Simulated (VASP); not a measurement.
# Pt (P6_3/mmc) in VASP: a series of runs

Runs on Pt. Level: r2SCAN. Tasks: single point.

Everything below comes from runs of VASP 6.6.1. Logs are shortened: lines on timing, memory, paths and dates and some standing lists are left out, and cuts for length are marked.

**1. The cell of the first run**

Symmetry: P6_3/mmc, No. 194, hexagonal system. Conventional cell: a = 2.692 Å, b = 2.692 Å, c = 4.622 Å, α = 90.00°, β = 90.00°, γ = 120.00°. Pt (site symmetry -6m2) has 12 Pt at 2.69 to 2.79 Å within 3.5 Å.

This isn't the form of Pt at room conditions, which is fcc.

**2. Single point, r2SCAN (strain -0.015 along x and y, -0.030 along z)**

Input file POSCAR:

```
Pt
1.0
    2.6919747748      0.0000000000      0.0000000000
   -1.3459873874      2.3313185413      0.0000000000
    0.0000000000      0.0000000000      4.6223926652
Pt
2
Direct
    0.6666666667      0.3333333333      0.7500000000
    0.3333333333      0.6666666667      0.2500000000
```

Input file INCAR.step1:

```
SYSTEM = Pt
PREC = Accurate
ENCUT = 520
ISMEAR = 0
SIGMA = 0.15
LREAL = .False.
LASPH = .True.
NELM = 60
NBANDS = 17
GGA = PE
ALGO = Normal
EDIFF = 1E-4
LWAVE = .True.
LCHARG = .False.
```

Input file INCAR.step2:

```
SYSTEM = Pt
PREC = Accurate
ENCUT = 520
EDIFF = 1E-6
ISMEAR = 0
SIGMA = 0.15
LREAL = .False.
LASPH = .True.
NELM = 60
ALGO = Normal
ISIF = 2
LWAVE = .False.
LCHARG = .False.
METAGGA = R2SCAN
LMIXTAU = .True.
NBANDS = 17
ISTART = 1
```

Input file KPOINTS:

```
regular mesh
0
Gamma
  24 24 12
  0 0 0
```

Potentials or basis: VASP PAW PBE potentials, release 64 (Pt).

The run is started by

```sh
> cat potpaw_PBE.64/Pt/POTCAR > POTCAR
> cp INCAR.step1 INCAR
> mpirun -np 1 vasp_std > vasp.out
> cp INCAR.step2 INCAR
> mpirun -np 1 vasp_std > vasp.out
```

OUTCAR:

```text
SYSTEM = Pt
   PREC = Accurate
   ENCUT = 520
   EDIFF = 1E-6
   ISMEAR = 0
   LREAL = .False.
   LASPH = .True.
   NELM = 60
   ISIF = 2
   METAGGA = R2SCAN
   ISTART = 1

 ion  position               nearest neighbor table
   1  0.667  0.333  0.750-   2 2.79   2 2.79   2 2.79   2 2.79   2 2.79   2 2.79
   2  0.333  0.667  0.250-   1 2.79   1 2.79   1 2.79   1 2.79   1 2.79   1 2.79

  LATTYP: Found a hexagonal cell.
 ALAT       =     2.6919747748
 C/A-ratio  =     1.7171010325

  Lattice vectors:

 A1 = (   2.6919747748,   0.0000000000,   0.0000000000)
 A2 = (  -1.3459873874,   2.3313185413,   0.0000000000)
 A3 = (   0.0000000000,   0.0000000000,   4.6223926652)

Analysis of symmetry for initial positions (statically):
=====================================================================
 Subroutine PRICEL returns:
 Original cell was already a primitive cell.

 Routine SETGRP: Setting up the symmetry group for a
 hexagonal supercell.

 Subroutine GETGRP returns: Found 24 space group operations
 (whereof 12 operations were pure point group operations)
 out of a pool of 24 trial point group operations.

The static configuration has the point symmetry D_3d.
 The point group associated with its full space group is D_6h.

Analysis of symmetry for dynamics (positions and initial velocities):
=====================================================================
 Subroutine PRICEL returns:
 Original cell was already a primitive cell.

 Routine SETGRP: Setting up the symmetry group for a
 hexagonal supercell.

 Subroutine GETGRP returns: Found 24 space group operations
 (whereof 12 operations were pure point group operations)
 out of a pool of 24 trial point group operations.

The dynamic configuration has the point symmetry D_3d.
 The point group associated with its full space group is D_6h.

 Subroutine INISYM returns: Found 24 space group operations
 (whereof 12 operations are pure point group operations),
 and found     1 'primitive' translations

----------------------------------------------------------------------------------------

                                     Primitive cell

  volume of cell :      29.0094

  direct lattice vectors                    reciprocal lattice vectors
     2.691974775  0.000000000  0.000000000     0.371474506  0.214470906  0.000000000
    -1.345987387  2.331318541  0.000000000     0.000000000  0.428941812  0.000000000
     0.000000000  0.000000000  4.622392665     0.000000000  0.000000000  0.216338176

  length of vectors
     2.691974775  2.691974775  4.622392665     0.428941812  0.428941812  0.216338176

  position of ions in fractional coordinates (direct lattice)
     0.666666667  0.333333333  0.750000000
     0.333333333  0.666666667  0.250000000

  ion indices of the primitive-cell ions
   primitive index   ion index
                 1           1
                 2           2

----------------------------------------------------------------------------------------

 KPOINTS: regular mesh

Automatic generation of k-mesh.
 Grid dimensions read from file:
 generate k-points for:   24   24   12

 Generating k-lattice:

  Cartesian coordinates                     Fractional coordinates (reciprocal lattice)
     0.015478104  0.008936288  0.000000000     0.041666667 -0.000000000  0.000000000
     0.000000000  0.017872576  0.000000000     0.000000000  0.041666667  0.000000000
     0.000000000  0.000000000  0.018028181     0.000000000  0.000000000  0.083333333

  Length of vectors
     0.017872576  0.017872576  0.018028181

  Shift w.r.t. Gamma in fractional coordinates (k-lattice)
     0.000000000  0.000000000  0.000000000

 Subroutine IBZKPT returns following result:
 ===========================================

 Found    427 irreducible k-points:

 Following reciprocal coordinates:
            Coordinates               Weight
  0.000000  0.000000  0.000000      1.000000
  0.041667  0.000000  0.000000      6.000000
  0.083333  0.000000  0.000000      6.000000
  0.125000  0.000000  0.000000      6.000000
  0.166667 -0.000000  0.000000      6.000000
  0.208333  0.000000  0.000000      6.000000
[... 16 lines left out ...]
  0.416667  0.041667  0.000000     12.000000
  0.458333  0.041667  0.000000     12.000000
 [... further k-points ...]
   k-points           NKPTS =    427   k-points in BZ     NKDIM =    427   number of bands    NBANDS=     17
   number of dos      NEDOS =    301   number of ions     NIONS =      2
   total plane-waves  NPLWV =  14400
   dimension x,y,z NGX =    20 NGY =   20 NGZ =   36
   dimension x,y,z NGXF=    40 NGYF=   40 NGZF=   72
   ions per type =               2
   NGX,Y,Z   is equivalent  to a cutoff of  12.35, 12.35, 12.95 a.u.
   NGXF,Y,Z  is equivalent  to a cutoff of  24.70, 24.70, 25.90 a.u.
 SYSTEM =  Pt
   PREC   = accura    normal or accurate (medium, high low for compatibility)
   ISTART =      1    job   : 0-new  1-cont  2-samecut
   ICHARG =      0    charge: 1-file 2-atom 10-const
   ISPIN  =      1    spin polarized calculation?
   LNONCOLLINEAR =      F non collinear calculations
   LSORBIT =      F    spin-orbit coupling
   LASPH  =      T    aspherical Exc in radial PAW
   ENCUT  =  520.0 eV  38.22 Ry    6.18 a.u.   5.01  5.01  8.59*2*pi/ulx,y,z
   NELM   =     60;   NELMIN=  2; NELMDL=  0     # of ELM steps
   EDIFF  = 0.1E-05   stopping-criterion for ELM
   LREAL  =      F    real-space projection
   EDIFFG = 0.1E-04   stopping-criterion for IOM
   NSW    =      0    number of steps for IOM
   IBRION =     -1    ionic relax: 0-MD 1-quasi-New 2-CG
   NFREE  =      0    steps in history (QN), initial steepest desc. (CG)
   ISIF   =      2    stress and relaxation
   ISYM   =      2    0-nonsym 1-usesym 2-fastsym
   POTIM  = 0.5000    time-step for ionic-motion
   TEBEG  =    0.0;   TEEND  =   0.0 temperature during run
   PSTRESS=    0.0 pullay stress
   NELECT =      20.0000    total number of electrons
   NUPDOWN=      -1.0000    fix difference up-down
   EMIN   =  10.00;   EMAX   =-10.00  energy-range for DOS
   EFERMI =   0.00;   METHOD = LEGACY
   ISMEAR =     0;   SIGMA  =   0.15  broadening in eV -4-tet -1-fermi 0-gaus
   EFERMI_NEDOS =   21; number of points for ismear=-14 and -15
   IALGO  =     38    algorithm
   IMIX   =      4    mixing-type and parameters
     AMIX     =   0.40;   BMIX     =  1.00
     AMIX_MAG =   1.60;   BMIX_MAG =  1.00
  volume/ion in A,a.u.               =      14.50        97.88
  Fermi-wavevector in a.u.,A,eV,Ry     =   1.446233  2.732985 28.457819  2.091591
  Thomas-Fermi vector in A             =   2.564325
   LORBIT       =      0    0 simple, 1 ext, 2 COOP (PROOUT), +10 PAW based schemes
   METAGGA = R2SCAN    functional components
   LHFCALC =     F    Hartree Fock is set to
   AEXX    =    0.0000 exact exchange contribution
   IVDW    =     0    specifies the selected vdW correction
   LEPSILON=     F    determine dielectric tensor
   LRPA    =     F    only Hartree local field effects (RPA)
 non-spin polarized calculation
 Gauss-broadening in eV      SIGMA  =   0.15
  energy-cutoff  :      520.00
  volume of cell :       29.01
 maximum number of plane-waves:       813
 NGX is ok and might be reduce to    20
   NGX =  9   NGY =  9   NGZ = 17

 number of electron      20.0000000 magnetization

 Free energy of the ion-electron system (eV)
  ---------------------------------------------------
  ext. energy  EPLUGINS =         0.00000000
  ---------------------------------------------------
  free energy    TOTEN  =      -102.78622625 eV

  energy without entropy =     -102.75059387  energy(sigma->0) =     -102.76841006

 E-fermi :  11.7513     XC(G=0): -14.9057

 val. band max:       11.7501981485   @ k =   0.3333   0.2083   0.5000
 cond. band min:      11.7513669528   @ k =   0.3750   0.0833   0.0000
 fundamental gap:      0.0011688044
 Fermi energy:        11.7512903698

 k-point     1 :       0.0000    0.0000    0.0000
  band No.  band energies     occupation
      1       0.8227      2.00000
      2       3.6028      2.00000
      3       7.1867      2.00000
      4       7.7022      2.00000
      5       7.7022      2.00000
      6       8.1567      2.00000
[... 9 lines left out ...]
     16      30.0012      0.00000
     17      34.6413      0.00000

 k-point     2 :       0.0417    0.0000    0.0000
  band No.  band energies     occupation
      1       0.8939      2.00000
      2       3.6688      2.00000
      3       7.1725      2.00000
      4       7.7049      2.00000
      5       7.7584      2.00000
      6       8.1186      2.00000
[... 9 lines left out ...]
     16      30.1133      0.00000
     17      34.1778      0.00000

 k-point     3 :       0.0833    0.0000    0.0000
  band No.  band energies     occupation
      1       1.1044      2.00000
      2       3.8601      2.00000
      3       7.1057      2.00000
      4       7.7388      2.00000
      5       7.9257      2.00000
      6       8.0210      2.00000
[... 9 lines left out ...]
     16      30.4012      0.00000
     17      33.1778      0.00000

 k-point     4 :       0.1250    0.0000    0.0000
  band No.  band energies     occupation
      1       1.4440      2.00000
      2       4.1542      2.00000
      3       6.9707      2.00000
      4       7.7374      2.00000
      5       8.0011      2.00000
      6       8.1994      2.00000
[... 9 lines left out ...]
     16      30.6047      0.00000
     17      32.3969      0.00000

 k-point     5 :       0.1667   -0.0000    0.0000
  band No.  band energies     occupation
      1       1.8941      2.00000
      2       4.5006      2.00000
      3       6.8220      2.00000
      4       7.5727      2.00000
      5       7.8113      2.00000
      6       8.2278      2.00000
[... 9 lines left out ...]
     16      30.6431      0.00000
     17      31.2627      0.00000

 k-point     6 :       0.2083    0.0000    0.0000
  band No.  band energies     occupation
      1       2.4237      2.00000
      2       4.7993      2.00000
      3       6.7663      2.00000
      4       7.1900      2.00000
      5       7.3930      2.00000
      6       8.5951      2.00000
[... 9 lines left out ...]
     16      30.1267      0.00000
     17      31.2250      0.00000

 k-point     7 :       0.2500    0.0000    0.0000
  band No.  band energies     occupation
      1       2.9843      2.00000
      2       4.9231      2.00000
      3       6.6348      2.00000
      4       6.9003      2.00000
      5       7.2930      2.00000
      6       8.5828      2.00000
[... 9 lines left out ...]
     16      28.9996      0.00000
     17      31.5133      0.00000

 k-point     8 :       0.2917    0.0000    0.0000
  band No.  band energies     occupation
      1       3.5057      2.00000
      2       4.8593      2.00000
      3       6.1548      2.00000
      4       7.0874      2.00000
      5       7.4546      2.00000
      6       8.3822      2.00000
[... 9 lines left out ...]
     16      28.1897      0.00000
     17      30.8903      0.00000
[... 203 lines left out ...]
      1       3.3061      2.00000
      2       4.9665      2.00000
      3       6.3776      2.00000
      4       6.9297      2.00000
      5       7.3307      2.00000
      6       8.2676      2.00000
[... 9 lines left out ...]
     16      28.5935      0.00000
     17      31.4447      0.00000

 k-point    20 :       0.2917    0.0417    0.0000
  band No.  band energies     occupation
      1       3.7813      2.00000
      2       4.8431      2.00000
      3       5.9440      2.00000
      4       7.1186      2.00000
      5       7.6117      2.00000
      6       8.0942      2.00000
[... 9 lines left out ...]
     16      27.9222      0.00000
     17      30.0017      0.00000

 k-point    21 :       0.3333    0.0417    0.0000
  band No.  band energies     occupation
      1       4.1084      2.00000
      2       4.6781      2.00000
      3       5.5916      2.00000
      4       7.3610      2.00000
      5       7.9545      2.00000
      6       8.0144      2.00000
[... 9 lines left out ...]
     16      27.3406      0.00000
     17      28.0533      0.00000

 k-point    22 :       0.3750    0.0417    0.0000
  band No.  band energies     occupation
      1       4.2734      2.00000
      2       4.5353      2.00000
      3       5.3241      2.00000
      4       7.7010      2.00000
      5       7.8534      2.00000
      6       8.0925      2.00000
[... 9 lines left out ...]
     16      26.2921      0.00000
     17      26.8586      0.00000

 k-point    23 :       0.4167    0.0417    0.0000
  band No.  band energies     occupation
      1       4.3081      2.00000
      2       4.4598      2.00000
      3       5.1443      2.00000
      4       7.7928      2.00000
      5       7.9690      2.00000
      6       8.0541      2.00000
[... 9 lines left out ...]
     16      25.1417      0.00000
     17      26.4917      0.00000

 k-point    24 :       0.4583    0.0417    0.0000
  band No.  band energies     occupation
      1       4.2852      2.00000
      2       4.4455      2.00000
      3       5.0540      2.00000
      4       7.7684      2.00000
      5       7.8996      2.00000
      6       8.3077      2.00000
[... 9 lines left out ...]
     16      24.6749      0.00000
     17      26.2816      0.00000

 [... further k-points ...]

------------------------ aborting loop because EDIFF is reached ----------------------------------------

  FORCE on cell =-STRESS in cart. coord.  units (eV):
  Direction    XX          YY          ZZ          XY          YZ          ZX
  --------------------------------------------------------------------------------------
  -------------------------------------------------------------------------------------
  Total        3.5511727      3.5511727      3.6189612      0.0000000      0.0000000      0.0000000
  in kB      196.1295086    196.1295086    199.8734321      0.0000000      0.0000000      0.0000000
  external PRESSURE =     197.3774831 kB  Pullay stress =       0.0000000 kB

 VOLUME and BASIS-vectors are now :
 -----------------------------------------------------------------------------
  energy-cutoff  :      520.00
  volume of cell :       29.01
      direct lattice vectors                 reciprocal lattice vectors
     2.691974775  0.000000000  0.000000000     0.371474506  0.214470906  0.000000000
    -1.345987387  2.331318541  0.000000000     0.000000000  0.428941812  0.000000000
     0.000000000  0.000000000  4.622392665     0.000000000  0.000000000  0.216338176

 POSITION                                       TOTAL-FORCE (eV/Angst)
 -----------------------------------------------------------------------------------
      1.34599      0.77711      3.46679         0.000000     -0.000000      0.000000
     -0.00000      1.55421      1.15560        -0.000000      0.000000      0.000000
 -----------------------------------------------------------------------------------
    total drift:                               -0.000000      0.000000     -0.000000

  FREE ENERGIE OF THE ION-ELECTRON SYSTEM (eV)
  ---------------------------------------------------
  free  energy   TOTEN  =      -102.7862262550 eV

  energy  without entropy=     -102.7505938698  energy(sigma->0) =     -102.76841006
```

Run time: 6.1 min. Hardware: 1 thread of Intel Xeon Platinum 8488C (Sapphire Rapids), shared host; peak memory 0.29 GiB.

What came out:

* Free energy: -102.7862 eV
* Pressure: 19.7 GPa
* Band gap on the k mesh: zero (bands 10 and 11 overlap by 1.57 eV)

Caveat: the cell differs from its parent crystal (strain -0.015 along x and y, -0.030 along z); the cell stands under pressure; the PAW data sets were made with another functional, which shifts forces and pressure a little; spin-orbit coupling is left out, which moves the levels of the heavy elements.

**3. Single point, r2SCAN (strain -0.030 along x and y, +0.015 along z)**

Input file POSCAR:

```
Pt
1.0
    2.6509802351      0.0000000000      0.0000000000
   -1.3254901176      2.2958162285      0.0000000000
    0.0000000000      0.0000000000      4.8368335620
Pt
2
Direct
    0.6666666667      0.3333333333      0.7500000000
    0.3333333333      0.6666666667      0.2500000000
```

Input file INCAR.step1:

```
SYSTEM = Pt
ALGO = Normal
EDIFF = 1E-4
ENCUT = 520
GGA = PE
ISMEAR = 0
LASPH = .True.
LCHARG = .False.
LREAL = .False.
LWAVE = .True.
NBANDS = 17
NELM = 80
PREC = Accurate
SIGMA = 0.15
```

Input file INCAR.step2:

```
SYSTEM = Pt
ALGO = Normal
EDIFF = 1E-7
ENCUT = 520
ISIF = 2
ISMEAR = 0
ISTART = 1
LASPH = .True.
LCHARG = .False.
LMIXTAU = .True.
LREAL = .False.
LWAVE = .False.
METAGGA = R2SCAN
NBANDS = 17
NELM = 80
PREC = Accurate
SIGMA = 0.15
```

Input file KPOINTS:

```
k-points
0
Gamma
  24 24 12
  0 0 0
```

Potentials or basis: VASP PAW PBE potentials, release 64 (Pt).

The run is started by

```sh
> cat potpaw_PBE.64/Pt/POTCAR > POTCAR
> cp INCAR.step1 INCAR
> mpirun -np 1 vasp_std > vasp.out
> cp INCAR.step2 INCAR
> mpirun -np 1 vasp_std > vasp.out
```

Wall time 7.5 min (1 thread of Intel Xeon Platinum 8488C (Sapphire Rapids), shared host); peak memory 0.29 GiB.

The run converged. Its results:

```
Free energy            : -102.7725 eV
Pressure               : 17.5 GPa
Band gap on the k mesh : zero (bands 10 and 11 overlap by 1.72 eV)
```

Stress tensor (GPa, compression positive):
```
23.35  0.00  0.00
 0.00 23.35  0.00
 0.00  0.00  5.79
```

Levels at points of the mesh, in eV from the Fermi level:
```tsv
k point	band 7	band 8	band 9	band 10	band 11	band 12	band 13	band 14
(0.00, 0.00, 0.00)	-3.66	-1.76	-1.76	-1.21	-0.25	-0.25	4.74	15.67
(0.50, 0.00, 0.00)	-2.69	-0.20	0.65	0.82	2.68	4.38	8.12	9.27
(0.00, 0.00, 0.50)	-3.95	-3.95	-0.85	-0.85	-0.85	-0.85	11.94	11.94
(0.50, 0.00, 0.50)	-0.98	-0.98	0.75	0.75	1.86	1.86	7.69	7.69
```

Caveat: the cell differs from its parent crystal (strain -0.030 along x and y, +0.015 along z); the cell stands under pressure; the PAW data sets were made with another functional, which shifts forces and pressure a little; spin-orbit coupling is left out, which moves the levels of the heavy elements.

**4. Single point, r2SCAN (strain -0.015 along x and y, -0.015 along z)**

Input file POSCAR:

```
Pt
1.0
    2.6919747748      0.0000000000      0.0000000000
   -1.3459873874      2.3313185413      0.0000000000
    0.0000000000      0.0000000000      4.6938729642
Pt
2
Direct
    0.6666666667      0.3333333333      0.7500000000
    0.3333333333      0.6666666667      0.2500000000
```

Input file INCAR.step1:

```
SYSTEM = Pt
  PREC = Accurate
  ENCUT = 520
  ISMEAR = 0
  SIGMA = 0.15
  LREAL = .False.
  LASPH = .True.
  NELM = 80
  NBANDS = 17
  GGA = PE
  ALGO = Normal
  EDIFF = 1E-4
  LWAVE = .True.
  LCHARG = .False.
```

Input file INCAR.step2:

```
SYSTEM = Pt
  PREC = Accurate
  ENCUT = 520
  EDIFF = 1E-7
  ISMEAR = 0
  SIGMA = 0.15
  LREAL = .False.
  LASPH = .True.
  NELM = 80
  ALGO = Normal
  ISIF = 2
  LWAVE = .False.
  LCHARG = .False.
  METAGGA = R2SCAN
  LMIXTAU = .True.
  NBANDS = 17
  ISTART = 1
```

Input file KPOINTS:

```
Automatic mesh
0
Gamma
  24 24 12
  0 0 0
```

The run is started by

```sh
> cat potpaw_PBE.64/Pt/POTCAR > POTCAR
> cp INCAR.step1 INCAR
> mpirun -np 1 vasp_std > vasp.out
> cp INCAR.step2 INCAR
> mpirun -np 1 vasp_std > vasp.out
```

Wall time 6.8 min (1 thread of Intel Xeon Platinum 8488C (Sapphire Rapids), shared host); peak memory 0.29 GiB.

Results (log left out):

* Free energy: -102.8317 eV
* Pressure: 14.7 GPa
* Band gap on the k mesh: zero (bands 10 and 11 overlap by 1.57 eV)

Stress tensor (GPa, compression positive):
```
15.82  0.00  0.00
 0.00 15.82  0.00
 0.00  0.00 12.46
```

Levels at points of the mesh, in eV from the Fermi level:
```csv
k point,band 7,band 8,band 9,band 10,band 11,band 12,band 13,band 14
"(0.00, 0.00, 0.00)",-3.54,-2.10,-2.10,-0.90,-0.30,-0.30,5.37,15.96
"(0.50, 0.00, 0.00)",-2.91,-0.05,0.39,0.62,2.60,4.25,8.07,9.61
"(0.00, 0.00, 0.50)",-3.95,-3.95,-0.95,-0.95,-0.95,-0.95,12.97,12.97
"(0.50, 0.00, 0.50)",-0.98,-0.98,0.52,0.52,1.84,1.84,7.42,7.42
```

Caveat: the cell differs from its parent crystal (strain -0.015 along x and y, -0.015 along z); the cell stands under pressure; the PAW data sets were made with another functional, which shifts forces and pressure a little; spin-orbit coupling is left out, which moves the levels of the heavy elements.

(Continued in part 2 of 3.)
